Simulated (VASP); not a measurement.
# MgO (I4/mmm) in VASP: single point with r2SCAN

Aim: the single point of MgO with r2SCAN.

Program: VASP 6.6.1. These are calculated values, not measurements. Logs are shortened: lines on timing, memory, paths and dates and some standing lists are left out, and cuts for length are marked.

### 1 The cell of the first run

It takes space group I4/mmm (No. 139, tetragonal). Conventional cell: a = 2.973 Å, b = 2.973 Å, c = 4.456 Å, α = 90.00°, β = 90.00°, γ = 90.00°. Within 2.8 Å of Mg (site symmetry 4/mmm) lie 6 O at 2.10 to 2.23 Å. Within 2.8 Å of O (site symmetry 4/mmm) lie 6 Mg at 2.10 to 2.23 Å.

### 2 Single point, r2SCAN (uniaxial y strain +6.0%)

Input file POSCAR:

```
MgO
1.0
    0.0000000000      2.2280878905      2.1021680257
    2.1021680257      0.0000000000      2.1021680257
    2.1021680257      2.2280878905      0.0000000000
Mg O
1 1
Direct
    0.0000000000      0.0000000000      0.0000000000
    0.5000000000      0.5000000000      0.5000000000
```

Input file INCAR.step1:

```
  ALGO = Normal
  EDIFF = 1E-5
  ENCUT = 920
  GGA = PE
  GGA_COMPAT = F
  ISMEAR = 0
  LASPH = T
  LCHARG = F
  LREAL = F
  LWAVE = T
  NBANDS = 15
  NELM = 120
  PREC = Accurate
  SIGMA = 0.01
```

Input file INCAR.step2:

```
  ALGO = Normal
  EDIFF = 1E-6
  ENCUT = 920
  GGA_COMPAT = F
  ISIF = 2
  ISMEAR = 0
  ISTART = 1
  LASPH = T
  LCHARG = T
  LELF = T
  LMIXTAU = T
  LREAL = F
  LVHAR = T
  LWAVE = F
  METAGGA = R2SCAN
  NBANDS = 15
  NELM = 120
  PREC = Accurate
  SIGMA = 0.01
```

Input file KPOINTS:

```
k-points
0
Gamma
  10 10 10
```

Potentials or basis: VASP PAW PBE potentials, release 64 (Mg_sv, O).

On the command line:

```
> cat potpaw_PBE.64/Mg_sv/POTCAR potpaw_PBE.64/O/POTCAR > POTCAR
> cp INCAR.step1 INCAR
> mpirun -np 1 vasp_std > vasp.out
> cp INCAR.step2 INCAR
> mpirun -np 1 vasp_std > vasp.out
```

OUTCAR:

```text
EDIFF = 1E-6
   ENCUT = 920
   ISIF = 2
   ISMEAR = 0
   ISTART = 1
   LASPH = T
   LREAL = F
   METAGGA = R2SCAN
   NELM = 120
   PREC = Accurate

 ion  position               nearest neighbor table
   1  0.000  0.000  0.000-   2 2.10   2 2.10   2 2.10   2 2.10
   2  0.500  0.500  0.500-   1 2.10   1 2.10   1 2.10   1 2.10

  LATTYP: Found a body centered tetragonal cell.
 ALAT       =     2.9729145323
 C/A-ratio  =     1.4989249548

  Lattice vectors:

 A1 = (   0.0000000000,  -2.2280878905,   2.1021680257)
 A2 = (   0.0000000000,  -2.2280878905,  -2.1021680257)
 A3 = (   2.1021680257,   2.2280878905,   0.0000000000)

Analysis of symmetry for initial positions (statically):
=====================================================================
 Subroutine PRICEL returns:
 Original cell was already a primitive cell.

 Routine SETGRP: Setting up the symmetry group for a
 body centered tetragonal supercell.

 Subroutine GETGRP returns: Found 16 space group operations
 (whereof 16 operations were pure point group operations)
 out of a pool of 16 trial point group operations.

The static configuration has the point symmetry D_4h.

Analysis of symmetry for dynamics (positions and initial velocities):
=====================================================================
 Subroutine PRICEL returns:
 Original cell was already a primitive cell.

 Routine SETGRP: Setting up the symmetry group for a
 body centered tetragonal supercell.

 Subroutine GETGRP returns: Found 16 space group operations
 (whereof 16 operations were pure point group operations)
 out of a pool of 16 trial point group operations.

The dynamic configuration has the point symmetry D_4h.

 Subroutine INISYM returns: Found 16 space group operations
 (whereof 16 operations are pure point group operations),
 and found     1 'primitive' translations

----------------------------------------------------------------------------------------

                                     Primitive cell

  volume of cell :      19.6923

  direct lattice vectors                    reciprocal lattice vectors
     0.000000000  2.228087890  2.102168026    -0.237849684  0.224407665  0.237849684
     2.102168026  0.000000000  2.102168026     0.237849684 -0.224407665  0.237849684
     2.102168026  2.228087890  0.000000000     0.237849684  0.224407665 -0.237849684

  length of vectors
     3.063247632  2.972914532  3.063247632     0.404355962  0.404355962  0.404355962

  position of ions in fractional coordinates (direct lattice)
     0.000000000  0.000000000  0.000000000
     0.500000000  0.500000000  0.500000000

  ion indices of the primitive-cell ions
   primitive index   ion index
                 1           1
                 2           2

----------------------------------------------------------------------------------------

 KPOINTS: k-points

Automatic generation of k-mesh.
 Grid dimensions read from file:
 generate k-points for:   10   10   10

 Generating k-lattice:

  Cartesian coordinates                     Fractional coordinates (reciprocal lattice)
    -0.023784968  0.022440766  0.023784968     0.100000000  0.000000000  0.000000000
     0.023784968 -0.022440766  0.023784968     0.000000000  0.100000000  0.000000000
     0.023784968  0.022440766 -0.023784968     0.000000000  0.000000000  0.100000000

  Length of vectors
     0.040435596  0.040435596  0.040435596

  Shift w.r.t. Gamma in fractional coordinates (k-lattice)
     0.000000000  0.000000000  0.000000000

 Subroutine IBZKPT returns following result:
 ===========================================

 Found    102 irreducible k-points:

 Following reciprocal coordinates:
            Coordinates               Weight
  0.000000  0.000000  0.000000      1.000000
  0.100000  0.000000  0.000000      8.000000
  0.200000  0.000000  0.000000      8.000000
  0.300000  0.000000  0.000000      8.000000
  0.400000  0.000000 -0.000000      8.000000
  0.500000  0.000000 -0.000000      4.000000
[... 16 lines left out ...]
  0.300000  0.300000  0.000000      4.000000
  0.400000  0.300000 -0.000000     16.000000
 [... further k-points ...]
   k-points           NKPTS =    102   k-points in BZ     NKDIM =    102   number of bands    NBANDS=     15
   number of dos      NEDOS =    301   number of ions     NIONS =      2
   total plane-waves  NPLWV =  27000
   dimension x,y,z NGX =    30 NGY =   30 NGZ =   30
   dimension x,y,z NGXF=    60 NGYF=   60 NGZF=   60
   ions per type =               1   1
   NGX,Y,Z   is equivalent  to a cutoff of  16.28, 16.78, 16.28 a.u.
   NGXF,Y,Z  is equivalent  to a cutoff of  32.56, 33.55, 32.56 a.u.
 SYSTEM =  unknown system
   PREC   = accura    normal or accurate (medium, high low for compatibility)
   ISTART =      1    job   : 0-new  1-cont  2-samecut
   ICHARG =      0    charge: 1-file 2-atom 10-const
   ISPIN  =      1    spin polarized calculation?
   LNONCOLLINEAR =      F non collinear calculations
   LSORBIT =      F    spin-orbit coupling
   LASPH  =      T    aspherical Exc in radial PAW
   ENCUT  =  920.0 eV  67.62 Ry    8.22 a.u.   7.58  7.35  7.58*2*pi/ulx,y,z
   NELM   =    120;   NELMIN=  2; NELMDL=  0     # of ELM steps
   EDIFF  = 0.1E-05   stopping-criterion for ELM
   LREAL  =      F    real-space projection
   EDIFFG = 0.1E-04   stopping-criterion for IOM
   NSW    =      0    number of steps for IOM
   IBRION =     -1    ionic relax: 0-MD 1-quasi-New 2-CG
   NFREE  =      0    steps in history (QN), initial steepest desc. (CG)
   ISIF   =      2    stress and relaxation
   ISYM   =      2    0-nonsym 1-usesym 2-fastsym
   POTIM  = 0.5000    time-step for ionic-motion
   TEBEG  =    0.0;   TEEND  =   0.0 temperature during run
   PSTRESS=    0.0 pullay stress
   NELECT =      16.0000    total number of electrons
   NUPDOWN=      -1.0000    fix difference up-down
   EMIN   =  10.00;   EMAX   =-10.00  energy-range for DOS
   EFERMI =   0.00;   METHOD = LEGACY
   ISMEAR =     0;   SIGMA  =   0.01  broadening in eV -4-tet -1-fermi 0-gaus
   EFERMI_NEDOS =   21; number of points for ismear=-14 and -15
   IALGO  =     38    algorithm
   IMIX   =      4    mixing-type and parameters
     AMIX     =   0.40;   BMIX     =  1.00
     AMIX_MAG =   1.60;   BMIX_MAG =  1.00
  volume/ion in A,a.u.               =       9.85        66.45
  Fermi-wavevector in a.u.,A,eV,Ry     =   1.527622  2.886786 31.750930  2.333628
  Thomas-Fermi vector in A             =   2.635492
   LORBIT       =      0    0 simple, 1 ext, 2 COOP (PROOUT), +10 PAW based schemes
   METAGGA = R2SCAN    functional components
   LHFCALC =     F    Hartree Fock is set to
   AEXX    =    0.0000 exact exchange contribution
   IVDW    =     0    specifies the selected vdW correction
   LEPSILON=     F    determine dielectric tensor
   LRPA    =     F    only Hartree local field effects (RPA)
 non-spin polarized calculation
 Gauss-broadening in eV      SIGMA  =   0.01
  energy-cutoff  :      920.00
  volume of cell :       19.69
 maximum number of plane-waves:      1276
   NGX = 15   NGY = 15   NGZ = 15

 number of electron      15.9999992 magnetization

 Free energy of the ion-electron system (eV)
  ---------------------------------------------------
  ext. energy  EPLUGINS =         0.00000000
  ---------------------------------------------------
  free energy    TOTEN  =       -16.10878936 eV

  energy without entropy =      -16.10878936  energy(sigma->0) =      -16.10878936

 E-fermi :   2.3250     XC(G=0): -11.7465

 val. band max:        2.2136468337   @ k =   0.0000   0.0000   0.0000
 cond. band min:       7.2535854910   @ k =   0.0000   0.0000   0.0000
 fundamental gap:      5.0399386573
 Fermi energy:         2.3250134522

 k-point     1 :       0.0000    0.0000    0.0000
  band No.  band energies     occupation
      1     -73.0113      2.00000
      2     -38.1295      2.00000
      3     -38.0880      2.00000
      4     -38.0880      2.00000
      5     -15.7934      2.00000
      6       2.0997      2.00000
      7       2.0997      2.00000
      8       2.2136      2.00000
      9       7.2536      0.00000
     10      18.3283      0.00000
     11      18.9325      0.00000
     12      18.9325      0.00000
     13      22.6897      0.00000
     14      23.5499      0.00000
     15      25.3937      0.00000

 k-point     2 :       0.1000    0.0000    0.0000
  band No.  band energies     occupation
      1     -73.0107      2.00000
      2     -38.1320      2.00000
      3     -38.0932      2.00000
      4     -38.0884      2.00000
      5     -15.6964      2.00000
      6       1.5206      2.00000
      7       2.0466      2.00000
      8       2.1073      2.00000
      9       7.8668      0.00000
     10      17.4702      0.00000
     11      18.7454      0.00000
     12      19.1814      0.00000
     13      22.8655      0.00000
     14      24.3093      0.00000
     15      24.5081      0.00000

 k-point     3 :       0.2000    0.0000    0.0000
  band No.  band energies     occupation
      1     -73.0090      2.00000
      2     -38.1403      2.00000
      3     -38.1048      2.00000
      4     -38.0893      2.00000
      5     -15.4318      2.00000
      6       0.2680      2.00000
      7       1.9110      2.00000
      8       1.9148      2.00000
      9       9.0793      0.00000
     10      15.9426      0.00000
     11      19.0684      0.00000
     12      19.7428      0.00000
     13      22.3878      0.00000
     14      23.5913      0.00000
     15      25.1773      0.00000

 k-point     4 :       0.3000    0.0000    0.0000
  band No.  band energies     occupation
      1     -73.0071      2.00000
      2     -38.1546      2.00000
      3     -38.1149      2.00000
      4     -38.0903      2.00000
      5     -15.0799      2.00000
      6      -0.9864      2.00000
      7       1.6919      2.00000
      8       1.7499      2.00000
      9      10.0897      0.00000
     10      15.1761      0.00000
     11      18.9763      0.00000
     12      20.0278      0.00000
     13      23.0882      0.00000
     14      23.7742      0.00000
     15      24.6634      0.00000
[... 307 lines left out ...]
 k-point    22 :      -0.2000    0.2000   -0.0000
  band No.  band energies     occupation
      1     -73.0065      2.00000
      2     -38.1555      2.00000
      3     -38.1060      2.00000
      4     -38.1053      2.00000
      5     -14.9942      2.00000
      6      -0.7229      2.00000
      7       0.8607      2.00000
      8       1.6976      2.00000
      9      11.0060      0.00000
     10      14.9485      0.00000
     11      17.7964      0.00000
     12      20.5013      0.00000
     13      21.2074      0.00000
     14      24.3161      0.00000
     15      28.2152      0.00000

 k-point    23 :       0.3000    0.3000    0.0000
  band No.  band energies     occupation
      1     -73.0054      2.00000
      2     -38.1424      2.00000
      3     -38.1290      2.00000
      4     -38.1078      2.00000
      5     -14.8728      2.00000
      6      -0.8515      2.00000
      7       1.0480      2.00000
      8       1.3478      2.00000
      9      11.4375      0.00000
     10      13.2973      0.00000
     11      17.6162      0.00000
     12      20.2055      0.00000
     13      20.9060      0.00000
     14      26.7159      0.00000
     15      30.6183      0.00000

 k-point    24 :       0.4000    0.3000   -0.0000
  band No.  band energies     occupation
      1     -73.0041      2.00000
      2     -38.1483      2.00000
      3     -38.1351      2.00000
      4     -38.1112      2.00000
      5     -14.6597      2.00000
      6      -1.2403      2.00000
      7       0.7866      2.00000
      8       1.1293      2.00000
      9      12.2205      0.00000
     10      12.9739      0.00000
     11      16.7143      0.00000
     12      20.4724      0.00000
     13      21.3414      0.00000
     14      27.4914      0.00000
     15      29.9508      0.00000

 [... further k-points ...]

------------------------ aborting loop because EDIFF is reached ----------------------------------------

  FORCE on cell =-STRESS in cart. coord.  units (eV):
  Direction    XX          YY          ZZ          XY          YZ          ZX
  --------------------------------------------------------------------------------------
  -------------------------------------------------------------------------------------
  Total       -0.5488415     -1.5462087     -0.5488415      0.0000000      0.0000000      0.0000000
  in kB      -44.6539957   -125.8002612    -44.6539957      0.0000000      0.0000000      0.0000000
  external PRESSURE =     -71.7027509 kB  Pullay stress =       0.0000000 kB

 VOLUME and BASIS-vectors are now :
 -----------------------------------------------------------------------------
  energy-cutoff  :      920.00
  volume of cell :       19.69
      direct lattice vectors                 reciprocal lattice vectors
     0.000000000  2.228087890  2.102168026    -0.237849684  0.224407665  0.237849684
     2.102168026  0.000000000  2.102168026     0.237849684 -0.224407665  0.237849684
     2.102168026  2.228087890  0.000000000     0.237849684  0.224407665 -0.237849684

 POSITION                                       TOTAL-FORCE (eV/Angst)
 -----------------------------------------------------------------------------------
      0.00000      0.00000      0.00000         0.000000      0.000000     -0.000000
      2.10217      2.22809      2.10217        -0.000000      0.000000      0.000000
 -----------------------------------------------------------------------------------
    total drift:                                0.000000      0.000000      0.000000

  FREE ENERGIE OF THE ION-ELECTRON SYSTEM (eV)
  ---------------------------------------------------
  free  energy   TOTEN  =       -16.1087893570 eV

  energy  without entropy=      -16.1087893570  energy(sigma->0) =      -16.10878936
```

It took 2 min on 1 thread of Intel Xeon 6975P-C (Granite Rapids), shared host; peak memory 0.21 GiB.

What came out:

* Free energy: -16.1088 eV
* Pressure: -7.2 GPa
* Band gap on the k mesh: 5.04 eV

Caveat: the cell differs from its parent crystal (uniaxial y strain +6.0%); the stress differs along the axes, from -13 to -4 GPa; the PAW data sets were made with another functional, which shifts forces and pressure a little.
